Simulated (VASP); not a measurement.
Input of a VASP 6.6.1 run:

INCAR

```
ALGO = Normal ; EDIFF = 1E-6
ENCUT = 520 ; ISIF = 2
ISMEAR = -1 ; LASPH = True
LCHARG = False ; LREAL = Auto
LWAVE = False ; NBANDS = 82
NELM = 60 ; PREC = Accurate
SIGMA = 0.02
```

The input KPOINTS:

```
k-points
0
Gamma
  1 1 1
```

The input POSCAR:

```
H3CCl
1.0
    8.7171280000      0.0000000000      0.0000000000
    0.0000000000      8.7171280000      0.0000000000
    0.0000000000      0.0000000000      8.7171280000
C Cl H
8 8 24
Direct
    0.0292641082      0.4969886631      0.0271581744
    0.2472626353      0.8315995968      0.7387132835
    0.7076155636      0.9915042809      0.5459906230
    0.3949442547      0.3360755249      0.9369523721
    0.6523775364      0.4544359995      0.6426611463
    0.5110991549      0.5204743465      0.2493837718
    0.3160278672      0.1923901649      0.5682497969
    0.0923341007      0.8983797953      0.1501010280
    0.0877151028      0.4155381976      0.2048932577
    0.2984777651      0.6338600058      0.7395587753
    0.6477091707      1.0346403663      0.7356222431
    0.3586047669      0.1429213322      0.9894644467
    0.7208220651      0.6065515638      0.7593323713
    0.6904443485      0.4220779196      0.2353602743
    0.3245437161      0.0724403987      0.4028509180
    0.2736644271      0.8093708664      0.1321741315
   -0.0901373053      0.5366184782      0.0398888447
    0.1088116605      0.5922855556     -0.0018574225
    0.0352713341      0.4072101164     -0.0625024443
    0.3277336117      0.8936618945      0.8140391421
    0.2559032603      0.8754329613      0.6200862033
    0.1286682266      0.8414161857      0.7823804225
    0.7033935717      1.0971004238      0.4770406655
    0.8245919154      0.9452812649      0.5503259762
    0.6280988185      0.9062886472      0.4985560024
    0.3226983310      0.4108199810      1.0083154572
    0.5174505275      0.3606153821      0.9562485473
    0.3654789934      0.3518463971      0.8155787871
    0.5276593021      0.4669747267      0.6328024388
    0.7059906088      0.4617122398      0.5290520685
    0.6796669896      0.3440014756      0.6965575981
    0.5026201418      0.6016294621      0.1531641570
    0.4158457672      0.4362142124      0.2431234623
    0.5078426299      0.5831612902      0.3593374835
    0.2453172586      0.1358985233      0.6577053182
    0.4338552707      0.2056673690      0.6119147081
    0.2653116368      0.3044976193      0.5355333419
    0.0995345448      1.0121271259      0.0960945263
    0.0063258620      0.8255590197      0.0935396406
    0.0666274593      0.9108060256      0.2727536612
```

Potentials or basis: VASP PAW LDA potentials, release 64 (C, Cl, H).

Command:

```bash
$ cat potpaw_LDA.64/C/POTCAR potpaw_LDA.64/Cl/POTCAR potpaw_LDA.64/H/POTCAR > POTCAR
$ mpirun -np 1 vasp_gam > vasp.out
```

**Question.** What does it give for the largest force?

**Answer.** 0.361 eV/Å.

**Question.** Predict the pressure.

**Answer.** -0.9 GPa.

Stress tensor (GPa, compression positive):
```
-0.79 -0.02  0.01
-0.02 -1.11 -0.02
 0.01 -0.02 -0.76
```

Caveat: the k points lie up to 0.72 Å⁻¹ apart.
